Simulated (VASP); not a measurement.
Mo:

```
CELL_PARAMETERS angstrom
-1.57642 1.57642 1.57642
1.57642 -1.57642 1.57642
1.57642 1.57642 -1.57642
ATOMIC_POSITIONS crystal
Mo 0.00000 0.00000 0.00000
```

Base run:

```yaml
Program: VASP 6.6.1
Functional: r2SCAN
Potentials_or_basis: VASP PAW PBE potentials, release 64 (Mo_sv)
Cutoff: 520 eV
k_mesh: 14 × 14 × 14
Occupations: methfessel-paxton, width 1 eV
Spin: no spin polarisation
```

Its results: band gap on the k mesh zero (band 7 reaches 16.63 eV, above the bottom of band 8 at 11.09 eV); pressure -0.1 GPa.

The run is repeated on the same cell with these changes: occupations from methfessel-paxton, width 1 eV to methfessel-paxton, width 0.3 eV. What comes out?

Band gap on the k mesh zero (band 7 reaches 16.63 eV, above the bottom of band 8 at 11.08 eV); pressure 1.2 GPa.

Caveats: the PAW data sets were made with another functional, which shifts forces and pressure a little.
